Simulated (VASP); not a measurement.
Here is a VASP 6.6.1 calculation.

Contents of INCAR:

```
SYSTEM = Zn
ALGO     = Fast           ! electronic algorithm
EDIFF    = 1E-6           ! SCF threshold, eV
ENCUT    = 520            ! plane-wave cutoff, eV
GGA      = PS             ! functional
ISIF     = 2              ! what is computed and relaxed
ISMEAR   = 0              ! smearing method
LASPH    = .TRUE.         ! aspherical terms in the spheres
LCHARG   = .TRUE.         ! write CHGCAR
LELF     = .TRUE.         ! ELF
LREAL    = .FALSE.        ! projectors in reciprocal space
LVHAR    = .TRUE.       
LWAVE    = .FALSE.        ! write WAVECAR
NBANDS   = 19             ! bands
NELM     = 80             ! most SCF steps
PREC     = Accurate       ! precision mode
SIGMA    = 0.1            ! smearing width, eV
```

File KPOINTS:

```
k-points
0
G
  18 18 8
  0 0 0
```

Contents of POSCAR:

```
Zn
1.0
    2.5910276118      0.0000000000      0.0000000000
   -1.2955138059      2.2438957337      0.0000000000
    0.0000000000      0.0000000000      4.7542757503
Zn
2
Direct
    0.3333333333      0.6666666667      0.2500000000
    0.6666666667      0.3333333333      0.7500000000
```

Potentials or basis: VASP PAW PBE potentials, release 64 (Zn).

The run is started by

```sh
$ cat potpaw_PBE.64/Zn/POTCAR > POTCAR
$ mpirun -np 1 vasp_std > vasp.out
```

Problem. Predict the pressure.

Solution. 3.4 GPa.

Problem. What does it give for the band gap on the k mesh?

Solution. Zero (bands 12 and 13 overlap by 4.43 eV).

Stress tensor (GPa, compression positive):
```
3.54 0.00 0.00
0.00 3.54 0.00
0.00 0.00 3.24
```

Caveat: the cell stands under pressure; the PAW data sets were made with another functional, which shifts forces and pressure a little.
